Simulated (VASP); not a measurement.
# PbO (P4/nmm) in VASP: a series of runs, part 2 of 2

VASP 6.6.1. Earlier steps stand in the parts before.

**4. Relaxation of shape and atoms at fixed volume, r2SCAN (21.67 Å³/atom)**

This run uses another cell than the first one, of 21.67 Å³/atom.

Contents of POSCAR:

```
PbO
1.0
    4.0139658203      0.0000000000      0.0000000000
    0.0000000000      4.0139658203      0.0000000000
    0.0000000000      0.0000000000      5.3809984575
Pb O
2 2
Direct
    0.5000000000      0.0000000000      0.2222475185
    0.0000000000      0.5000000000      0.7777524815
    0.0000000000      0.0000000000      0.0000000000
    0.5000000000      0.5000000000      0.0000000000
```

Contents of INCAR.step1:

```
SYSTEM = PbO
  ALGO = Normal
  EDIFF = 1E-4
  ENCUT = 600
  GGA = PE
  ISMEAR = 0
  LASPH = .True.
  LCHARG = .False.
  LREAL = .False.
  LWAVE = .True.
  NELM = 80
  PREC = Accurate
  SIGMA = 0.05
```

Contents of INCAR.step2:

```
SYSTEM = PbO
  ALGO = Normal
  EDIFF = 1E-6
  EDIFFG = -0.01
  ENCUT = 600
  IBRION = 2
  ISIF = 4
  ISMEAR = 0
  ISTART = 1
  LASPH = .True.
  LCHARG = .False.
  LMIXTAU = .True.
  LREAL = .False.
  LWAVE = .False.
  METAGGA = R2SCAN
  NELM = 80
  NSW = 60
  PREC = Accurate
  SIGMA = 0.05
```

Contents of KPOINTS:

```
k-points
0
Gamma
  6 6 4
  0 0 0
```

On the command line:

```sh
> cat potpaw_PBE.64/Pb_d/POTCAR potpaw_PBE.64/O/POTCAR > POTCAR
> cp INCAR.step1 INCAR
> mpirun -np 1 vasp_std > vasp.out
> cp INCAR.step2 INCAR
> mpirun -np 1 vasp_std > vasp.out
```

Wall time 24 min (1 thread of AMD EPYC 9755, shared host); peak memory 0.25 GiB.

The run converged. Its results:

* Free energy: -129.5286 eV
* Energy gained by relaxing: 0.7 meV/atom
* Ionic steps: 5
* Pressure after relaxing: -0.4 GPa
* Band gap on the k mesh: 1.92 eV (least direct gap 2.44 eV)

Step by step:
```csv
step,energy change (eV),largest force (eV/Å),pressure (GPa),volume (Å³)
1,0.0000,0.1747,-1.17,86.70
2,-0.0019,0.0381,-0.72,86.70
3,-0.0020,0.0065,-0.58,86.70
4,-0.0023,0.0050,-0.53,86.70
5,-0.0026,0.0006,-0.37,86.70
```

Final structure:
```cif
data_structure
_symmetry_space_group_name_H-M 'P 1'
_symmetry_Int_Tables_number 1
_cell_length_a 3.9990
_cell_length_b 3.9990
_cell_length_c 5.4213
_cell_angle_alpha 90.000
_cell_angle_beta 90.000
_cell_angle_gamma 90.000
_cell_volume 86.70
loop_
_atom_site_label
_atom_site_type_symbol
_atom_site_fract_x
_atom_site_fract_y
_atom_site_fract_z
_atom_site_occupancy
Pb1 Pb 0.50000 0.00000 0.21975 1
Pb2 Pb 0.00000 0.50000 0.78025 1
O1 O 0.00000 0.00000 0.00000 1
O2 O 0.50000 0.50000 0.00000 1
```

Levels at points of the mesh, in eV from the valence-band top:
| k point | band 18 | band 19 | band 20 | band 21 | band 22 | band 23 |
| --- | --- | --- | --- | --- | --- | --- |
| (0.00, 0.00, 0.00) | -1.69 | -1.69 | 0.00 | 2.44 | 5.08 | 6.35 |
| (0.50, 0.00, 0.00) | -3.01 | -1.56 | -1.56 | 3.51 | 3.51 | 6.43 |
| (0.50, 0.50, 0.00) | -1.75 | -1.06 | -1.06 | 1.92 | 1.92 | 5.57 |
| (0.00, 0.00, 0.50) | -1.71 | -1.71 | -0.98 | 2.24 | 4.69 | 4.79 |
| (0.50, 0.00, 0.50) | -3.00 | -1.06 | -1.06 | 3.18 | 3.18 | 6.95 |
| (0.50, 0.50, 0.50) | -2.10 | -1.06 | -1.06 | 3.95 | 3.95 | 4.58 |

Caveat: the PAW data sets were made with another functional, which shifts forces and pressure a little; spin-orbit coupling is left out, which moves the levels of the heavy elements. A k mesh can miss the band edges.

**5. Relaxation of shape and atoms at fixed volume, r2SCAN (22.10 Å³/atom)**

Contents of POSCAR:

```
PbO
1.0
    4.0146456761      0.0000000000      0.0000000000
    0.0000000000      4.0146456761      0.0000000000
    0.0000000000      0.0000000000      5.4846501750
Pb O
2 2
Direct
    0.5000000000      0.0000000000      0.2181823297
    0.0000000000      0.5000000000      0.7818176703
    0.0000000000      0.0000000000      0.0000000000
    0.5000000000      0.5000000000      0.0000000000
```

Contents of INCAR.step1:

```
PREC     = Accurate       # precision mode
ENCUT    = 600            # plane-wave cutoff, eV
ISMEAR   = 0              # smearing method
SIGMA    = 0.05           # smearing width, eV
LREAL    = F              # projectors in reciprocal space
LASPH    = T              # aspherical terms in the spheres
NELM     = 60             # most SCF steps
GGA      = PE             # functional
ALGO     = Normal         # electronic algorithm
EDIFF    = 1E-4           # SCF threshold, eV
LWAVE    = T              # write WAVECAR
LCHARG   = F              # write CHGCAR
```

Contents of INCAR.step2:

```
PREC     = Accurate       # precision mode
ENCUT    = 600            # plane-wave cutoff, eV
EDIFF    = 1E-7           # SCF threshold, eV
ISMEAR   = 0              # smearing method
SIGMA    = 0.05           # smearing width, eV
LREAL    = F              # projectors in reciprocal space
LASPH    = T              # aspherical terms in the spheres
NELM     = 60             # most SCF steps
ALGO     = Normal         # electronic algorithm
ISIF     = 4              # what is computed and relaxed
LWAVE    = F              # write WAVECAR
LCHARG   = F              # write CHGCAR
METAGGA  = R2SCAN         # meta-GGA
LMIXTAU  = T            
IBRION   = 2              # ionic algorithm
NSW      = 60             # ionic steps
EDIFFG   = -0.01          # ionic threshold
ISTART   = 1
```

Contents of KPOINTS:

```
regular mesh
0
Gamma
  6 6 4
```

Potentials or basis: VASP PAW PBE potentials, release 64 (Pb_d, O).

On the command line:

```sh
> cat potpaw_PBE.64/Pb_d/POTCAR potpaw_PBE.64/O/POTCAR > POTCAR
> cp INCAR.step1 INCAR
> mpirun -np 1 vasp_std > vasp.out
> cp INCAR.step2 INCAR
> mpirun -np 1 vasp_std > vasp.out
```

OUTCAR:

```text
PREC = Accurate
   ENCUT = 600
   EDIFF = 1E-7
   ISMEAR = 0
   LREAL = F
   LASPH = T
   NELM = 60
   ISIF = 4
   METAGGA = R2SCAN
   IBRION = 2
   NSW = 60
   EDIFFG = -0.01
   ISTART = 1

 ion  position               nearest neighbor table
   1  0.500  0.000  0.218-   3 2.34   4 2.34   4 2.34   3 2.34   2 3.71   2 3.71   2 3.71   2 3.71

   2  0.000  0.500  0.782-   3 2.34   4 2.34   3 2.34   4 2.34   1 3.71   1 3.71   1 3.71   1 3.71

   3  0.000  0.000  0.000-   1 2.34   2 2.34   2 2.34   1 2.34
   4  0.500  0.500  0.000-   1 2.34   2 2.34   1 2.34   2 2.34

  LATTYP: Found a simple tetragonal cell.
 ALAT       =     4.0146456761
 C/A-ratio  =     1.3661604579

  Lattice vectors:

 A1 = (   4.0146456761,   0.0000000000,   0.0000000000)
 A2 = (   0.0000000000,   4.0146456761,   0.0000000000)
 A3 = (   0.0000000000,   0.0000000000,   5.4846501750)

Analysis of symmetry for initial positions (statically):
=====================================================================
 Subroutine PRICEL returns:
 Original cell was already a primitive cell.

 Routine SETGRP: Setting up the symmetry group for a
 simple tetragonal supercell.

 Subroutine GETGRP returns: Found 16 space group operations
 (whereof  8 operations were pure point group operations)
 out of a pool of 16 trial point group operations.

The static configuration has the point symmetry D_2d.
 The point group associated with its full space group is D_4h.

Analysis of symmetry for dynamics (positions and initial velocities):
=====================================================================
 Subroutine PRICEL returns:
 Original cell was already a primitive cell.

 Routine SETGRP: Setting up the symmetry group for a
 simple tetragonal supercell.

 Subroutine GETGRP returns: Found 16 space group operations
 (whereof  8 operations were pure point group operations)
 out of a pool of 16 trial point group operations.

The dynamic configuration has the point symmetry D_2d.
 The point group associated with its full space group is D_4h.

 Subroutine INISYM returns: Found 16 space group operations
 (whereof  8 operations are pure point group operations),
 and found     1 'primitive' translations

----------------------------------------------------------------------------------------

                                     Primitive cell

  volume of cell :      88.3982

  direct lattice vectors                    reciprocal lattice vectors
     4.014645676  0.000000000  0.000000000     0.249087985  0.000000000  0.000000000
     0.000000000  4.014645676  0.000000000     0.000000000  0.249087985  0.000000000
     0.000000000  0.000000000  5.484650175     0.000000000  0.000000000  0.182327034

  length of vectors
     4.014645676  4.014645676  5.484650175     0.249087985  0.249087985  0.182327034

  position of ions in fractional coordinates (direct lattice)
     0.500000000  0.000000000  0.218182330
     0.000000000  0.500000000  0.781817670
     0.000000000  0.000000000  0.000000000
     0.500000000  0.500000000  0.000000000

  ion indices of the primitive-cell ions
   primitive index   ion index
                 1           1
                 2           2
                 3           3
[... 35 lines left out ...]
  0.333333  0.166667  0.000000      8.000000
[... 16 lines left out ...]
  0.333333  0.000000  0.500000      4.000000
  0.500000  0.000000  0.500000      2.000000
 [... further k-points ...]
   k-points           NKPTS =     30   k-points in BZ     NKDIM =     30   number of bands    NBANDS=     24
   number of dos      NEDOS =    301   number of ions     NIONS =      4
   total plane-waves  NPLWV =  49152
   dimension x,y,z NGX =    32 NGY =   32 NGZ =   48
   dimension x,y,z NGXF=    64 NGYF=   64 NGZF=   96
   ions per type =               2   2
   NGX,Y,Z   is equivalent  to a cutoff of  13.25, 13.25, 14.55 a.u.
   NGXF,Y,Z  is equivalent  to a cutoff of  26.50, 26.50, 29.10 a.u.
 SYSTEM =  unknown system
   PREC   = accura    normal or accurate (medium, high low for compatibility)
   ISTART =      1    job   : 0-new  1-cont  2-samecut
   ICHARG =      0    charge: 1-file 2-atom 10-const
   ISPIN  =      1    spin polarized calculation?
   LNONCOLLINEAR =      F non collinear calculations
   LSORBIT =      F    spin-orbit coupling
   LASPH  =      T    aspherical Exc in radial PAW
   ENCUT  =  600.0 eV  44.10 Ry    6.64 a.u.   8.02  8.02 10.95*2*pi/ulx,y,z
   NELM   =     60;   NELMIN=  2; NELMDL=  0     # of ELM steps
   EDIFF  = 0.1E-06   stopping-criterion for ELM
   LREAL  =      F    real-space projection
   EDIFFG = -.1E-01   stopping-criterion for IOM
   NSW    =     60    number of steps for IOM
   IBRION =      2    ionic relax: 0-MD 1-quasi-New 2-CG
   NFREE  =      1    steps in history (QN), initial steepest desc. (CG)
   ISIF   =      4    stress and relaxation
   ISYM   =      2    0-nonsym 1-usesym 2-fastsym
   POTIM  = 0.5000    time-step for ionic-motion
   TEBEG  =    0.0;   TEEND  =   0.0 temperature during run
   PSTRESS=    0.0 pullay stress
   NELECT =      40.0000    total number of electrons
   NUPDOWN=      -1.0000    fix difference up-down
   EMIN   =  10.00;   EMAX   =-10.00  energy-range for DOS
   EFERMI =   0.00;   METHOD = LEGACY
   ISMEAR =     0;   SIGMA  =   0.05  broadening in eV -4-tet -1-fermi 0-gaus
   EFERMI_NEDOS =   21; number of points for ismear=-14 and -15
   IALGO  =     38    algorithm
   IMIX   =      4    mixing-type and parameters
     AMIX     =   0.40;   BMIX     =  1.00
     AMIX_MAG =   1.60;   BMIX_MAG =  1.00
  volume/ion in A,a.u.               =      22.10       149.14
  Fermi-wavevector in a.u.,A,eV,Ry     =   1.256841  2.375085 21.492436  1.579650
  Thomas-Fermi vector in A             =   2.390529
   LORBIT       =      0    0 simple, 1 ext, 2 COOP (PROOUT), +10 PAW based schemes
   METAGGA = R2SCAN    functional components
   LHFCALC =     F    Hartree Fock is set to
   AEXX    =    0.0000 exact exchange contribution
   IVDW    =     0    specifies the selected vdW correction
   LEPSILON=     F    determine dielectric tensor
   LRPA    =     F    only Hartree local field effects (RPA)
 conjugate gradient relaxation of ions
 non-spin polarized calculation
 Gauss-broadening in eV      SIGMA  =   0.05
  energy-cutoff  :      600.00
  volume of cell :       88.40
 maximum number of plane-waves:      2976
   NGX = 17   NGY = 17   NGZ = 21

--------------------------------------- Ionic step        1  -------------------------------------------

 number of electron      40.0000010 magnetization

 Free energy of the ion-electron system (eV)
  ---------------------------------------------------
  ext. energy  EPLUGINS =         0.00000000
  ---------------------------------------------------
  free energy    TOTEN  =      -129.52296996 eV

  energy without entropy =     -129.52296996  energy(sigma->0) =     -129.52296996

------------------------ aborting loop because EDIFF is reached ----------------------------------------

  FORCE on cell =-STRESS in cart. coord.  units (eV):
  Direction    XX          YY          ZZ          XY          YZ          ZX
  --------------------------------------------------------------------------------------
  -------------------------------------------------------------------------------------
  Total       -0.7485406     -0.7485406     -0.6749862      0.0000000      0.0000000      0.0000000
  in kB      -13.5669606    -13.5669606    -12.2338209      0.0000000      0.0000000      0.0000000
  external PRESSURE =     -13.1225807 kB  Pullay stress =       0.0000000 kB
[... 139 lines left out ...]
--------------------------------------- Ionic step        5  -------------------------------------------

 number of electron      40.0000002 magnetization

 Free energy of the ion-electron system (eV)
  ---------------------------------------------------
  ext. energy  EPLUGINS =         0.00000000
  ---------------------------------------------------
  free energy    TOTEN  =      -129.52525091 eV

  energy without entropy =     -129.52525091  energy(sigma->0) =     -129.52525091

 E-fermi :   4.1338     XC(G=0):  -9.7919

 val. band max:        3.9027356216   @ k =   0.0000   0.0000   0.0000
 cond. band min:       5.9195092248   @ k =   0.5000   0.5000   0.0000
 fundamental gap:      2.0167736032
 Fermi energy:         4.1338285939

 k-point     1 :       0.0000    0.0000    0.0000
  band No.  band energies     occupation
      1     -15.3456      2.00000
      2     -14.7566      2.00000
      3     -12.5413      2.00000
      4     -12.5413      2.00000
      5     -12.4995      2.00000
      6     -12.4767      2.00000
[... 637 lines left out ...]
     23      10.8989      0.00000
     24      10.8989      0.00000

 [... further k-points ...]

------------------------ aborting loop because EDIFF is reached ----------------------------------------

  FORCE on cell =-STRESS in cart. coord.  units (eV):
  Direction    XX          YY          ZZ          XY          YZ          ZX
  --------------------------------------------------------------------------------------
  -------------------------------------------------------------------------------------
  Total       -0.3284248     -0.3284248     -0.3058034      0.0000000      0.0000000      0.0000000
  in kB       -5.9525506     -5.9525506     -5.5425480      0.0000000      0.0000000      0.0000000
  external PRESSURE =      -5.8158830 kB  Pullay stress =       0.0000000 kB
[... 19 lines left out ...]
  FREE ENERGIE OF THE ION-ELECTRON SYSTEM (eV)
  ---------------------------------------------------
  free  energy   TOTEN  =      -129.5252509105 eV

  energy  without entropy=     -129.5252509105  energy(sigma->0) =     -129.52525091

 reached required accuracy - stopping structural energy minimisation
```

Run time: 29 min. Hardware: 1 thread of AMD EPYC 9755, shared host; peak memory 0.25 GiB.

What came out:

```yaml
Free_energy: -129.5253 eV
Energy_gained_by_relaxing: 0.6 meV/atom
Ionic_steps: 5
Pressure_after_relaxing: -0.6 GPa
Band_gap_on_the_k_mesh: 2.02 eV (least direct gap 2.38 eV)
```

Step by step:
```tsv
step	energy change (eV)	largest force (eV/Å)	pressure (GPa)	volume (Å³)
1	0.0000	0.1657	-1.31	88.40
2	-0.0017	0.0373	-0.89	88.40
3	-0.0018	0.0055	-0.75	88.40
4	-0.0021	0.0040	-0.70	88.40
5	-0.0023	0.0002	-0.58	88.40
```

Final structure:
```xyz
4
Lattice="4.0021 0.0000 0.0000 0.0000 4.0021 0.0000 0.0000 0.0000 5.5192" Properties=species:S:1:pos:R:3 pbc="T T T"
Pb    2.0010    0.0000    1.1916
Pb    0.0000    2.0010    4.3276
O     0.0000    0.0000    0.0000
O     2.0010    2.0010    0.0000
```

Caveat: the PAW data sets were made with another functional, which shifts forces and pressure a little; spin-orbit coupling is left out, which moves the levels of the heavy elements.

**6. The runs side by side**

| task | cell | cutoff (eV) | gap on the mesh (eV) | pressure (GPa) | largest force (eV/Å) |
| --- | --- | --- | --- | --- | --- |
| single point | a = 3.990, b = 3.990, c = 5.554 Å, 4 atoms, atomic positions A | 520 | 2.05 | 0.0 | 0.11 |
| single point | a = 3.990, b = 3.990, c = 5.712 Å, 4 atoms, atomic positions B | 520 | 2.20 | -0.1 | 0.12 |
| relaxation of shape and atoms at fixed volume | relaxed from a = 4.014, b = 4.014, c = 5.381 Å, 4 atoms, atomic positions C | 600 | 1.92 | -0.4 | - |
| relaxation of shape and atoms at fixed volume | relaxed from a = 4.015, b = 4.015, c = 5.485 Å, 4 atoms, atomic positions D | 600 | 2.02 | -0.6 | - |

Alike in all rows: level r2SCAN; potentials or basis VASP PAW PBE potentials, release 64 (Pb_d, O); no spin polarisation; k mesh 6 × 6 × 4; smearing gaussian 0.05 eV.

Caveats: the PAW data sets were made with another functional, which shifts forces and pressure a little; spin-orbit coupling is left out, which moves the levels of the heavy elements.

Absolute energies hang on the potentials; compare differences alone.
